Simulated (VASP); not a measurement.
**KBr: single point with r2SCAN**

The system is KBr.

```xyz
2
Lattice="0.0585 3.6883 3.6883 3.6883 0.0585 3.6883 3.7468 3.7468 0.0000" Properties=species:S:1:pos:R:3 pbc="T T T"
K     0.0000    0.0000    0.0266
Br    1.8734    1.8734    1.8175
```

This cell differs from its parent crystal: shear xy strain +3.2%.

```yaml
Program: VASP 6.6.1
Task: single point
Functional: r2SCAN
Potentials_or_basis: VASP PAW PBE potentials, release 64 (K_sv, Br)
Cutoff: 520 eV
k_mesh: 6 × 6 × 6
Occupations: gaussian, width 0.01 eV
Spin: no spin polarisation
```

* Pressure: 0.0 GPa
* Band gap on the k mesh: 4.82 eV (least direct gap 4.83 eV)

Forces in eV/Å, atoms in the order of the input:
```
K    0.000  0.000  0.002
Br   0.000  0.000 -0.002
```

Stress tensor (GPa, compression positive):
```
 0.00 -0.07  0.00
-0.07  0.00  0.00
 0.00  0.00  0.00
```

Levels at points of the mesh, in eV from the valence-band top:
```csv
k point,band 6,band 7,band 8,band 9,band 10,band 11
"(0.00, 0.00, 0.00)",-0.06,-0.04,-0.01,4.82,9.33,9.34
"(0.50, 0.00, 0.00)",-0.39,-0.04,-0.03,7.18,7.49,8.74
"(0.50, 0.50, 0.00)",-0.44,-0.06,-0.01,6.50,7.75,9.85
"(0.00, 0.00, 0.50)",-0.41,-0.02,0.00,7.13,7.43,8.77
"(0.50, 0.00, 0.50)",-0.44,-0.04,-0.04,6.50,7.75,9.85
```

Run time: 5.9 min on 1 thread of Intel(R) Xeon(R) Platinum 8375C CPU @ 2.90GHz (Ice Lake) (shared host), peak memory 0.29 GiB.

Caveat: the cell differs from its parent crystal (shear xy strain +3.2%); the structure was generated, so it needn't be the stable form of KBr; the PAW data sets were made with another functional, which shifts forces and pressure a little. A k mesh can miss the band edges.
